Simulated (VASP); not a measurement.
# BN (P6_3/mmc) in VASP: phonons with r2SCAN+D3(BJ)

Aim: the phonons of BN with r2SCAN+D3(BJ).

Everything below comes from runs of VASP 6.6.1. Logs are shortened: lines on timing, memory, paths and dates and some standing lists are left out, and cuts for length are marked.

## 1. The cell of the first run

It takes space group P6_3/mmc (No. 194, hexagonal). Conventional cell: a = 2.498 Å, b = 2.498 Å, c = 6.573 Å, α = 90.00°, β = 90.00°, γ = 120.00°. Within 1.9 Å of B (site symmetry -6m2) lie 3 N at 1.44 Å. Within 1.9 Å of N (site symmetry -6m2) lie 3 B at 1.44 Å.

## 2. Phonons, r2SCAN+D3(BJ)

The input, INCAR:

```
ALGO = Normal
EDIFF = 1E-8
ENCUT = 520
IBRION = 6
ISIF = 2
ISMEAR = 0
IVDW = 12
LASPH = T
LCHARG = F
LMIXTAU = T
LREAL = F
LWAVE = F
METAGGA = R2SCAN
NELM = 60
NFREE = 2
NSW = 1
POTIM = 0.015
PREC = Accurate
SIGMA = 0.01
VDW_A1 = 0.49484001
VDW_A2 = 5.73083694
VDW_S6 = 1.0
VDW_S8 = 0.78981345
```

The input, KPOINTS:

```
k-points
0
Gamma
  12 12 4
```

The input, POSCAR:

```
BN
1.0
    2.4981885028      0.0000000000      0.0000000000
   -1.2490942514      2.1634947068      0.0000000000
    0.0000000000      0.0000000000      6.5725290555
B N
2 2
Direct
    0.3333333333      0.6666666667      0.2500000000
    0.6666666667      0.3333333333      0.7500000000
    0.3333333333      0.6666666667      0.7500000000
    0.6666666667      0.3333333333      0.2500000000
```

Potentials or basis: VASP PAW PBE potentials, release 64 (B, N).

The run is started by

```sh
$ cat potpaw_PBE.64/B/POTCAR potpaw_PBE.64/N/POTCAR > POTCAR
$ mpirun -np 1 vasp_std > vasp.out
```

OUTCAR:

```text
EDIFF = 1E-8
   ENCUT = 520
   IBRION = 6
   ISIF = 2
   ISMEAR = 0
   IVDW = 12
   LASPH = T
   LREAL = F
   METAGGA = R2SCAN
   NELM = 60
   NFREE = 2
   NSW = 1
   POTIM = 0.015
   PREC = Accurate
 IVDW          = 12

 ion  position               nearest neighbor table
   1  0.333  0.667  0.250-   4 1.44   4 1.44   4 1.44
   2  0.667  0.333  0.750-   3 1.44   3 1.44   3 1.44
   3  0.333  0.667  0.750-   2 1.44   2 1.44   2 1.44
   4  0.667  0.333  0.250-   1 1.44   1 1.44   1 1.44

  LATTYP: Found a hexagonal cell.
 ALAT       =     2.4981885028
 C/A-ratio  =     2.6309179824

  Lattice vectors:

 A1 = (   2.4981885028,   0.0000000000,   0.0000000000)
 A2 = (  -1.2490942514,   2.1634947068,   0.0000000000)
 A3 = (   0.0000000000,   0.0000000000,   6.5725290555)

Analysis of symmetry for initial positions (statically):
=====================================================================
 Subroutine PRICEL returns:
 Original cell was already a primitive cell.

 Routine SETGRP: Setting up the symmetry group for a
 hexagonal supercell.

 Subroutine GETGRP returns: Found 24 space group operations
 (whereof 12 operations were pure point group operations)
 out of a pool of 24 trial point group operations.

The static configuration has the point symmetry D_3d.
 The point group associated with its full space group is D_6h.

Analysis of symmetry for dynamics (positions and initial velocities):
=====================================================================
 Subroutine PRICEL returns:
 Original cell was already a primitive cell.

 Routine SETGRP: Setting up the symmetry group for a
 hexagonal supercell.

 Subroutine GETGRP returns: Found 24 space group operations
 (whereof 12 operations were pure point group operations)
 out of a pool of 24 trial point group operations.

The dynamic configuration has the point symmetry D_3d.
 The point group associated with its full space group is D_6h.

 Subroutine INISYM returns: Found 24 space group operations
 (whereof 12 operations are pure point group operations),
 and found     1 'primitive' translations

----------------------------------------------------------------------------------------

[... 147 lines left out ...]

------------------------ aborting loop because EDIFF is reached ----------------------------------------

 Edisp (eV)   -0.27857

 E8    (eV) :    -0.0604
[... 327 lines left out ...]
--------------------------------------- Ionic step        9  -------------------------------------------

 number of electron      15.9999998 magnetization

 Free energy of the ion-electron system (eV)
  ---------------------------------------------------
  ext. energy  EPLUGINS =         0.00000000
  ---------------------------------------------------
  free energy    TOTEN  =       -38.58752529 eV

  energy without entropy =      -38.58752529  energy(sigma->0) =      -38.58752529

 E-fermi :   2.2190     XC(G=0): -10.8237

 val. band max:        2.1323657083   @ k =   0.3333   0.2500   0.0000
 cond. band min:       6.9991906483   @ k =   0.5000   0.0000   0.0000
 fundamental gap:      4.8668249400
 Fermi energy:         2.2190312498

 k-point     1 :       0.0000    0.0000    0.0000
  band No.  band energies     occupation
      1     -16.7190      2.00000
      2     -16.4051      2.00000
      3      -4.3270      2.00000
      4      -2.0331      2.00000
      5       0.7819      2.00000
      6       0.7819      2.00000
      7       0.8249      2.00000
      8       0.8249      2.00000
      9       7.8373      0.00000
     10      13.3793      0.00000
     11      14.4768      0.00000
     12      14.4768      0.00000
[... 331 lines left out ...]
 k-point    24 :       0.3333    0.0000    0.2500
  band No.  band energies     occupation
      1     -14.6151      2.00000
      2     -14.4555      2.00000
      3      -5.0674      2.00000
      4      -5.0017      2.00000
      5      -1.5799      2.00000
      6      -1.5301      2.00000
      7      -1.1524      2.00000
      8       0.1563      2.00000
      9       9.6441      0.00000
     10      10.3725      0.00000
     11      11.8102      0.00000
     12      13.1535      0.00000

 [... further k-points ...]

------------------------ aborting loop because EDIFF is reached ----------------------------------------

 Edisp (eV)   -0.27857

 E8    (eV) :    -0.0604
[... 27 lines left out ...]
  FREE ENERGIE OF THE ION-ELECTRON SYSTEM (eV)
  ---------------------------------------------------
  free  energy   TOTEN  =       -38.8660912338 eV

  energy  without entropy=      -38.8660912338  energy(sigma->0) =      -38.86609123

 INTERNAL STRAIN TENSORS FROM DISPLACED ATOMS
 ============================================

 INTERNAL STRAIN TENSOR FOR ION    1 for displacements in x,y,z  (eV/Angst):
          X           Y           Z          XY          YZ          ZX
  --------------------------------------------------------------------------------
  x     0.00000     0.00000     0.00000   -12.28701     0.00000     0.00000
  y   -12.28701    12.28701    -0.00000     0.00000     0.00000     0.00000
  z    -0.00000     0.00000     0.00000     0.00000     0.00000     0.00000

 INTERNAL STRAIN TENSOR FOR ION    4 for displacements in x,y,z  (eV/Angst):
          X           Y           Z          XY          YZ          ZX
  --------------------------------------------------------------------------------
  x    -0.00000    -0.00000     0.00000    12.49784     0.00000     0.00000
  y    12.49784   -12.49784    -0.00000    -0.00000     0.00000     0.00000
  z     0.00000     0.00000     0.00000     0.00000    -0.00000    -0.00000

 Eigenvectors and eigenvalues of the dynamical matrix
 ----------------------------------------------------

   1 f  =   41.101139 THz   258.246075 2PiTHz 1370.986436 cm-1   169.980578 meV
             X         Y         Z           dx          dy          dz
     -0.000000  1.442330  1.643132     0.530804    0.000003   -0.000000
      1.249094  0.721165  4.929397    -0.530804   -0.000003    0.000000
     -0.000000  1.442330  4.929397     0.467169    0.000003   -0.000000
      1.249094  0.721165  1.643132    -0.467169   -0.000003   -0.000000
[... 71 lines left out ...]
  12 f/i=    0.001102 THz     0.006925 2PiTHz    0.036761 cm-1     0.004558 meV
             X         Y         Z           dx          dy          dz
     -0.000000  1.442330  1.643132     0.293805    0.362662    0.000000
      1.249094  0.721165  4.929397     0.293805    0.362662    0.000000
     -0.000000  1.442330  4.929397     0.334371    0.412736    0.000000
      1.249094  0.721165  1.643132     0.334371    0.412736    0.000000

 ELASTIC MODULI CONTR FROM IONIC RELAXATION (kBar)
 Direction    XX          YY          ZZ          XY          YZ          ZX
 --------------------------------------------------------------------------------
 XX        -342.0927    342.0927      0.0000      0.0000      0.0000     -0.0000
 YY         342.0927   -342.0927     -0.0000     -0.0000     -0.0000      0.0000
 ZZ           0.0000     -0.0000     -0.0000     -0.0000     -0.0000      0.0000
 XY           0.0000     -0.0000     -0.0000   -342.0927     -0.0000      0.0000
 YZ           0.0000     -0.0000     -0.0000     -0.0000     -0.0000      0.0000
 ZX          -0.0000      0.0000      0.0000      0.0000      0.0000     -0.0000
 --------------------------------------------------------------------------------
```

OSZICAR:

```text
N       E                     dE             d eps       ncg     rms          rms(c)
DAV:   1     0.571293397103E+02    0.57129E+02   -0.85508E+03  1368   0.126E+03
DAV:   2    -0.423285974157E+02   -0.99458E+02   -0.91472E+02  1980   0.269E+02
[... 144 lines left out ...]
DAV:   7    -0.385875163940E+02   -0.10230E-04   -0.13289E-05  1820   0.494E-02    0.277E-03
DAV:   8    -0.385875225311E+02   -0.61371E-05   -0.42004E-06  1836   0.305E-02    0.123E-03
DAV:   9    -0.385875252577E+02   -0.27266E-05   -0.11572E-06  1744   0.140E-02    0.766E-04
DAV:  10    -0.385875249607E+02    0.29701E-06   -0.25115E-07  1980   0.623E-03    0.302E-04
DAV:  11    -0.385875253036E+02   -0.34289E-06   -0.22236E-07  1752   0.596E-03    0.127E-04
DAV:  12    -0.385875252937E+02    0.99342E-08   -0.21288E-08  1888   0.192E-03
   9 F= -.38866091E+02 E0= -.38866091E+02  d E =-.282286E-36
```

Run time: 45 min. Hardware: 1 thread of Intel Xeon 8259CL, shared host; peak memory 0.31 GiB.

What came out:

```yaml
Highest_phonon_frequency_at_Γ_LO-TO_splitting_left_out: 1371 cm⁻¹
Dispersion_energy_per_atom: -0.070 eV
```

Phonon frequencies in cm⁻¹ (negative: imaginary):
| q point | frequencies |
| --- | --- |
| (0.000, 0.000, 0.000) | 0 0 0 50 50 127 763 825 1371 1371 1371 1371 |
